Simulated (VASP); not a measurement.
HgTe: vibrations by perturbation theory with PBEsol

The system is HgTe.

```
Hg Te
1.0
     0.00000    2.97996    2.97996
     2.97996    0.00000    2.97996
     2.97996    2.97996    0.00000
Hg Te
1 1
Direct
  0.00000 0.00000 0.00000
  0.75000 0.75000 0.75000
```

* Program: VASP 6.6.1
* Task: vibrations by perturbation theory
* Functional: PBEsol
* Potentials or basis: VASP PAW PBE potentials, release 64 (Hg, Te)
* Cutoff: 520 eV
* k mesh: 12 × 12 × 12
* Occupations: fermi-dirac, width 0.15 eV
* Spin: no spin polarisation
* Dipole correction: no
* Further INCAR settings: ALGO = Normal; EDIFF = 1e-08; NBANDS = 16; IBRION = 8; NSW = 1

The highest phonon frequency at Γ, LO-TO splitting left out is 188 cm⁻¹.

Phonon frequencies in cm⁻¹ (negative: imaginary):
| q point | frequencies |
| --- | --- |
| (0.000, 0.000, 0.000) | 0 0 0 188 188 188 |

Wall time 8 min on 1 thread of Intel(R) Xeon(R) Platinum 8375C CPU @ 2.90GHz (Ice Lake), with other jobs on the host, peak memory 0.61 GiB.

Caveat: the cell stands under pressure or tension, which shifts response properties.
